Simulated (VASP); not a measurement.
# AlCo (Pm-3m) in VASP: further runs

Runs on AlCo. Level: PBE. Tasks: single point.

Program: VASP 6.6.1. These are calculated values, not measurements. Logs are shortened: lines on timing, memory, paths and dates and some standing lists are left out, and cuts for length are marked.

### Step 1. The cell of the first run

The structure is cubic, space group Pm-3m (No. 221). The conventional cell has a = 2.762 Å, b = 2.762 Å, c = 2.762 Å, α = 90.00°, β = 90.00°, γ = 90.00°. Al (site symmetry m-3m) has 8 Co at 2.39 Å and 6 Al at 2.76 Å within 3.2 Å. Co (site symmetry m-3m) has 8 Al at 2.39 Å and 6 Co at 2.76 Å within 3.2 Å.

### Step 2. Single point, PBE, collinear spin, ferromagnetic start

Contents of INCAR:

```
ALGO     = Normal         # electronic algorithm
EDIFF    = 1E-7           # SCF threshold, eV
ENCUT    = 520            # plane-wave cutoff, eV
GGA      = PE             # functional
ISIF     = 2              # what is computed and relaxed
ISMEAR   = -1             # smearing method
ISPIN    = 2              # spin polarisation
LASPH    = T              # aspherical terms in the spheres
LCHARG   = F              # write CHGCAR
LMAXMIX  = 4              # l up to which the mixer works
LORBIT   = 11             # projections on sites
LREAL    = F              # projectors in reciprocal space
LWAVE    = F              # write WAVECAR
MAGMOM   = 0 2.5          # initial moments
NBANDS   = 17             # bands
NELM     = 150            # most SCF steps
PREC     = Accurate       # precision mode
SIGMA    = 0.1            # smearing width, eV
```

Contents of KPOINTS:

```
k-points
0
Gamma
  10 10 10
```

Contents of POSCAR:

```
AlCo
1.0
    2.7618480137      0.0000000000      0.0000000000
    0.0000000000      2.7618480137      0.0000000000
    0.0000000000      0.0000000000      2.7618480137
Al Co
1 1
Direct
    0.0000000000      0.0000000000      0.0000000000
    0.5000000000      0.5000000000      0.5000000000
```

Potentials or basis: VASP PAW PBE potentials, release 64 (Al, Co).

Started as:

```sh
> cat potpaw_PBE.64/Al/POTCAR potpaw_PBE.64/Co/POTCAR > POTCAR
> mpirun -np 1 vasp_std > vasp.out
```

OUTCAR:

```text
EDIFF = 1E-7
   ENCUT = 520
   GGA = PE
   ISIF = 2
   ISMEAR = -1
   ISPIN = 2
   LASPH = T
   LORBIT = 11
   LREAL = F
   NELM = 150
   PREC = Accurate

 ion  position               nearest neighbor table
   1  0.000  0.000  0.000-   2 2.39   2 2.39   2 2.39   2 2.39   2 2.39   2 2.39   2 2.39   2 2.39

   2  0.500  0.500  0.500-   1 2.39   1 2.39   1 2.39   1 2.39   1 2.39   1 2.39   1 2.39   1 2.39

  LATTYP: Found a simple cubic cell.
 ALAT       =     2.7618480137

  Lattice vectors:

 A1 = (   2.7618480137,   0.0000000000,   0.0000000000)
 A2 = (   0.0000000000,   2.7618480137,   0.0000000000)
 A3 = (   0.0000000000,   0.0000000000,   2.7618480137)

Analysis of symmetry for initial positions (statically):
=====================================================================
 Subroutine PRICEL returns:
 Original cell was already a primitive cell.

 Routine SETGRP: Setting up the symmetry group for a
 simple cubic supercell.

 Subroutine GETGRP returns: Found 48 space group operations
 (whereof 48 operations were pure point group operations)
 out of a pool of 48 trial point group operations.

The static configuration has the point symmetry O_h .

Analysis of symmetry for dynamics (positions and initial velocities):
=====================================================================
 Subroutine PRICEL returns:
 Original cell was already a primitive cell.

 Routine SETGRP: Setting up the symmetry group for a
 simple cubic supercell.

 Subroutine GETGRP returns: Found 48 space group operations
 (whereof 48 operations were pure point group operations)
 out of a pool of 48 trial point group operations.

The dynamic configuration has the point symmetry O_h .

Analysis of structural, dynamic, and magnetic symmetry:
=====================================================================
 Subroutine PRICEL returns:
 Original cell was already a primitive cell.

 Routine SETGRP: Setting up the symmetry group for a
 simple cubic supercell.

 Subroutine GETGRP returns: Found 48 space group operations
 (whereof 48 operations were pure point group operations)
 out of a pool of 48 trial point group operations.

The overall configuration has the point symmetry O_h .

 Subroutine INISYM returns: Found 48 space group operations
 (whereof 48 operations are pure point group operations),
 and found     1 'primitive' translations

----------------------------------------------------------------------------------------

                                     Primitive cell

  volume of cell :      21.0668

  direct lattice vectors                    reciprocal lattice vectors
     2.761848014  0.000000000  0.000000000     0.362076405  0.000000000  0.000000000
     0.000000000  2.761848014  0.000000000     0.000000000  0.362076405  0.000000000
     0.000000000  0.000000000  2.761848014     0.000000000  0.000000000  0.362076405

  length of vectors
     2.761848014  2.761848014  2.761848014     0.362076405  0.362076405  0.362076405

  position of ions in fractional coordinates (direct lattice)
     0.000000000  0.000000000  0.000000000
     0.500000000  0.500000000  0.500000000

  ion indices of the primitive-cell ions
   primitive index   ion index
                 1           1
                 2           2

----------------------------------------------------------------------------------------

 KPOINTS: k-points

Automatic generation of k-mesh.
 Grid dimensions read from file:
 generate k-points for:   10   10   10

 Generating k-lattice:

  Cartesian coordinates                     Fractional coordinates (reciprocal lattice)
     0.036207641  0.000000000  0.000000000     0.100000000  0.000000000  0.000000000
     0.000000000  0.036207641  0.000000000     0.000000000  0.100000000  0.000000000
     0.000000000  0.000000000  0.036207641     0.000000000  0.000000000  0.100000000

  Length of vectors
     0.036207641  0.036207641  0.036207641

  Shift w.r.t. Gamma in fractional coordinates (k-lattice)
     0.000000000  0.000000000  0.000000000

 Subroutine IBZKPT returns following result:
 ===========================================

 Found     56 irreducible k-points:

 Following reciprocal coordinates:
            Coordinates               Weight
  0.000000  0.000000  0.000000      1.000000
  0.100000  0.000000  0.000000      6.000000
  0.200000  0.000000  0.000000      6.000000
  0.300000  0.000000  0.000000      6.000000
  0.400000  0.000000  0.000000      6.000000
  0.500000  0.000000  0.000000      3.000000
[... 16 lines left out ...]
  0.200000  0.100000  0.100000     24.000000
  0.300000  0.100000  0.100000     24.000000
 [... further k-points ...]
   k-points           NKPTS =     56   k-points in BZ     NKDIM =     56   number of bands    NBANDS=     17
   number of dos      NEDOS =    301   number of ions     NIONS =      2
   total plane-waves  NPLWV =  13824
   dimension x,y,z NGX =    24 NGY =   24 NGZ =   24
   dimension x,y,z NGXF=    48 NGYF=   48 NGZF=   48
   ions per type =               1   1
   NGX,Y,Z   is equivalent  to a cutoff of  14.45, 14.45, 14.45 a.u.
   NGXF,Y,Z  is equivalent  to a cutoff of  28.89, 28.89, 28.89 a.u.
 SYSTEM =  unknown system
   PREC   = accura    normal or accurate (medium, high low for compatibility)
   ISTART =      0    job   : 0-new  1-cont  2-samecut
   ICHARG =      2    charge: 1-file 2-atom 10-const
   ISPIN  =      2    spin polarized calculation?
   LNONCOLLINEAR =      F non collinear calculations
   LSORBIT =      F    spin-orbit coupling
   LASPH  =      T    aspherical Exc in radial PAW
   ENCUT  =  520.0 eV  38.22 Ry    6.18 a.u.   5.14  5.14  5.14*2*pi/ulx,y,z
   NELM   =    150;   NELMIN=  2; NELMDL= -5     # of ELM steps
   EDIFF  = 0.1E-06   stopping-criterion for ELM
   LREAL  =      F    real-space projection
   EDIFFG = 0.1E-05   stopping-criterion for IOM
   NSW    =      0    number of steps for IOM
   IBRION =     -1    ionic relax: 0-MD 1-quasi-New 2-CG
   NFREE  =      0    steps in history (QN), initial steepest desc. (CG)
   ISIF   =      2    stress and relaxation
   ISYM   =      2    0-nonsym 1-usesym 2-fastsym
   POTIM  = 0.5000    time-step for ionic-motion
   TEBEG  =    0.0;   TEEND  =   0.0 temperature during run
   PSTRESS=    0.0 pullay stress
   NELECT =      12.0000    total number of electrons
   NUPDOWN=      -1.0000    fix difference up-down
   EMIN   =  10.00;   EMAX   =-10.00  energy-range for DOS
   EFERMI =   0.00;   METHOD = LEGACY
   ISMEAR =    -1;   SIGMA  =   0.10  broadening in eV -4-tet -1-fermi 0-gaus
   EFERMI_NEDOS =   21; number of points for ismear=-14 and -15
   IALGO  =     38    algorithm
   IMIX   =      4    mixing-type and parameters
     AMIX     =   0.40;   BMIX     =  1.00
     AMIX_MAG =   1.60;   BMIX_MAG =  1.00
  volume/ion in A,a.u.               =      10.53        71.08
  Fermi-wavevector in a.u.,A,eV,Ry     =   1.357070  2.564490 25.057007  1.841638
  Thomas-Fermi vector in A             =   2.484019
   LORBIT       =     11    0 simple, 1 ext, 2 COOP (PROOUT), +10 PAW based schemes
   GGA     = PE    functional components
   LHFCALC =     F    Hartree Fock is set to
   AEXX    =    0.0000 exact exchange contribution
   IVDW    =     0    specifies the selected vdW correction
   LEPSILON=     F    determine dielectric tensor
   LRPA    =     F    only Hartree local field effects (RPA)
 spin polarized calculation
  energy-cutoff  :      520.00
  volume of cell :       21.07
 maximum number of plane-waves:       587
 NGX is ok and might be reduce to    24
   NGX = 11   NGY = 11   NGZ = 11

 number of electron      12.0000002 magnetization      -0.0066805

 number of electron      12.0000002 magnetization       0.0000435

 Free energy of the ion-electron system (eV)
  ---------------------------------------------------
  ext. energy  EPLUGINS =         0.00000000
  ---------------------------------------------------
  free energy    TOTEN  =       -11.87384156 eV

  energy without entropy =      -11.85002517  energy(sigma->0) =      -11.86193337

 E-fermi :  11.8607     XC(G=0): -12.7318

 val. band max:       11.8443864774   @ k =   0.5000   0.4000   0.1000
 cond. band min:      11.9885893121   @ k =   0.5000   0.3000   0.0000
 fundamental gap:      0.1442028348
 Fermi energy:        11.8606887159

 spin component 1

 k-point     1 :       0.0000    0.0000    0.0000
  band No.  band energies     occupation
      1       0.1663      1.00000
      2       8.4812      1.00000
      3       8.4812      1.00000
      4      10.9311      0.99991
      5      10.9311      0.99991
      6      10.9311      0.99991
[... 9 lines left out ...]
     16      36.5290      0.00000
     17      36.5290      0.00000
[... 441 lines left out ...]
 k-point    24 :       0.3000    0.1000    0.1000
  band No.  band energies     occupation
      1       2.3158      1.00000
      2       7.8600      1.00000
      3       8.9391      1.00000
      4      10.0885      1.00000
      5      10.2028      1.00000
      6      10.8037      0.99997
[... 9 lines left out ...]
     16      34.4063      0.00000
     17      35.3327      0.00000

 [... further k-points ...]

 spin component 2

 k-point     1 :       0.0000    0.0000    0.0000
  band No.  band energies     occupation
      1       0.1663      1.00000
      2       8.4812      1.00000
      3       8.4812      1.00000
      4      10.9312      0.99991
      5      10.9312      0.99991
      6      10.9312      0.99991
[... 9 lines left out ...]
     16      36.5290      0.00000
     17      36.5290      0.00000
[... 441 lines left out ...]
 k-point    24 :       0.3000    0.1000    0.1000
  band No.  band energies     occupation
      1       2.3158      1.00000
      2       7.8601      1.00000
      3       8.9392      1.00000
      4      10.0886      1.00000
      5      10.2029      1.00000
      6      10.8037      0.99997
[... 9 lines left out ...]
     16      34.4063      0.00000
     17      35.3327      0.00000

 [... further k-points ...]
[... 5 lines left out ...]
  --------------------------------------------------------------------------------------
  -------------------------------------------------------------------------------------
  Total        2.7896392      2.7896392      2.7896392      0.0000000     -0.0000000      0.0000000
  in kB      212.1579395    212.1579395    212.1579395      0.0000000     -0.0000000      0.0000000
  external PRESSURE =     212.1579395 kB  Pullay stress =       0.0000000 kB

 VOLUME and BASIS-vectors are now :
 -----------------------------------------------------------------------------
  energy-cutoff  :      520.00
  volume of cell :       21.07
      direct lattice vectors                 reciprocal lattice vectors
     2.761848014  0.000000000  0.000000000     0.362076405  0.000000000  0.000000000
     0.000000000  2.761848014  0.000000000     0.000000000  0.362076405  0.000000000
     0.000000000  0.000000000  2.761848014     0.000000000  0.000000000  0.362076405

 POSITION                                       TOTAL-FORCE (eV/Angst)
 -----------------------------------------------------------------------------------
      0.00000      0.00000      0.00000         0.000000      0.000000      0.000000
      1.38092      1.38092      1.38092         0.000000      0.000000      0.000000
 -----------------------------------------------------------------------------------
    total drift:                                0.000000     -0.000000     -0.000000

  FREE ENERGIE OF THE ION-ELECTRON SYSTEM (eV)
  ---------------------------------------------------
  free  energy   TOTEN  =       -11.8738415634 eV

  energy  without entropy=      -11.8500251729  energy(sigma->0) =      -11.86193337

 total charge

# of ion       s       p       d       tot
------------------------------------------
    1        0.408   0.474   0.000   0.882
    2        0.473   0.591   7.580   8.644
--------------------------------------------------
tot          0.881   1.065   7.580   9.526

 magnetization (x)

# of ion       s       p       d       tot
------------------------------------------
    1       -0.000  -0.000   0.000  -0.000
    2        0.000  -0.000   0.000   0.000
--------------------------------------------------
tot         -0.000  -0.000   0.000   0.000
```

Run time: 16 s. Hardware: 1 thread of Intel Xeon 6975P-C (Granite Rapids), shared host; peak memory 0.16 GiB.

Results:

* Free energy: -11.8738 eV
* Pressure: 21.2 GPa
* Band gap on the k mesh: zero (filled and empty bands overlap)
* Net moment: 0.00 μB per cell
* Valence electrons inside the program's atomic spheres: Al 0.88; Co 8.64

Levels at points of the mesh, in eV from the Fermi level:
Spin up:
```
           k point  band 2  band 3  band 4  band 5  band 6  band 7  band 8  band 9  band 10  band 11
(0.00, 0.00, 0.00)   -3.38   -3.38   -0.93   -0.93   -0.93    6.50    6.50    6.50     9.17     9.17
(0.50, 0.00, 0.00)   -7.08   -2.70   -1.91   -1.91   -0.80    0.27    8.55   11.19    11.19    12.74
(0.50, 0.50, 0.00)   -3.42   -2.84   -2.84   -1.70   -1.70   -0.23    2.76    4.06    13.91    16.72
(0.50, 0.50, 0.50)   -4.37   -4.37   -0.19   -0.19    2.43    2.43    2.43    5.06     5.89     5.89
```
Spin down:
```csv
k point,band 3,band 4,band 5,band 6,band 7,band 8,band 9,band 10
"(0.00, 0.00, 0.00)",-3.38,-0.93,-0.93,-0.93,6.50,6.50,6.50,9.17
"(0.50, 0.00, 0.00)",-2.70,-1.91,-1.91,-0.80,0.27,8.55,11.19,11.19
"(0.50, 0.50, 0.00)",-2.84,-2.84,-1.70,-1.70,-0.23,2.76,4.06,13.91
"(0.50, 0.50, 0.50)",-4.37,-0.19,-0.19,2.43,2.43,2.43,5.06,5.89
```

Caveat: the starting moments collapsed, and a magnetic state may lie lower.

### Step 3. Single point, PBE, collinear spin, ferromagnetic start

This run uses another cell than the first one, of 10.76 Å³/atom, 1.021 times its volume.

Contents of INCAR:

```
PREC     = Accurate       # precision mode
ENCUT    = 520            # plane-wave cutoff, eV
EDIFF    = 1E-7           # SCF threshold, eV
ISMEAR   = -1             # smearing method
SIGMA    = 0.1            # smearing width, eV
LREAL    = False          # projectors in reciprocal space
LASPH    = True           # aspherical terms in the spheres
NELM     = 150            # most SCF steps
ALGO     = Normal         # electronic algorithm
ISIF     = 2              # what is computed and relaxed
LWAVE    = False          # write WAVECAR
LCHARG   = True           # write CHGCAR
ISPIN    = 2              # spin polarisation
MAGMOM   = 0 2.5          # initial moments
LORBIT   = 11             # projections on sites
LMAXMIX  = 4              # l up to which the mixer works
GGA      = PE             # functional
LELF     = True           # ELF
LVHAR    = True         
NBANDS   = 17             # bands
```

Contents of KPOINTS:

```
regular mesh
0
Gamma
  10 10 10
```

Contents of POSCAR:

```
AlCo
1.0
    2.7812982884      0.0000000000      0.0000000000
    0.0000000000      2.7812982884      0.0000000000
    0.0000000000      0.0000000000      2.7812982884
Al Co
1 1
Direct
    0.0000000000      0.0000000000      0.0000000000
    0.5000000000      0.5000000000      0.5000000000
```

Potentials or basis: VASP PAW PBE potentials, release 64 (Al, Co).

Started as:

```sh
> cat potpaw_PBE.64/Al/POTCAR potpaw_PBE.64/Co/POTCAR > POTCAR
> mpirun -np 1 vasp_std > vasp.out
```

Wall time 15 s (1 thread of Intel Xeon 6975P-C (Granite Rapids), shared host); peak memory 0.17 GiB.

It converged, with:

- Free energy: -11.9256 eV
- Pressure: 15.9 GPa
- Band gap on the k mesh: zero (filled and empty bands overlap)
- Net moment: 0.00 μB per cell
- Valence electrons inside the program's atomic spheres: Al 0.87; Co 8.60

Levels at points of the mesh, in eV from the Fermi level:
Spin up:
```tsv
k point	band 2	band 3	band 4	band 5	band 6	band 7	band 8	band 9	band 10	band 11
(0.00, 0.00, 0.00)	-3.27	-3.27	-0.90	-0.90	-0.90	6.39	6.39	6.39	9.08	9.08
(0.50, 0.00, 0.00)	-6.97	-2.61	-1.86	-1.86	-0.77	0.26	8.53	11.07	11.07	12.49
(0.50, 0.50, 0.00)	-3.32	-2.79	-2.79	-1.64	-1.64	-0.22	2.69	3.93	13.66	16.53
(0.50, 0.50, 0.50)	-4.26	-4.26	-0.18	-0.18	2.43	2.43	2.43	4.85	5.77	5.77
```
Spin down:
| k point | band 3 | band 4 | band 5 | band 6 | band 7 | band 8 | band 9 | band 10 |
| --- | --- | --- | --- | --- | --- | --- | --- | --- |
| (0.00, 0.00, 0.00) | -3.27 | -0.90 | -0.90 | -0.90 | 6.39 | 6.39 | 6.39 | 9.08 |
| (0.50, 0.00, 0.00) | -2.61 | -1.86 | -1.86 | -0.77 | 0.26 | 8.53 | 11.07 | 11.07 |
| (0.50, 0.50, 0.00) | -2.79 | -2.79 | -1.64 | -1.64 | -0.22 | 2.69 | 3.93 | 13.66 |
| (0.50, 0.50, 0.50) | -4.26 | -0.18 | -0.18 | 2.43 | 2.43 | 2.43 | 4.85 | 5.77 |

Caveat: the starting moments collapsed, and a magnetic state may lie lower.

(Part 1 of 2 ends here.)
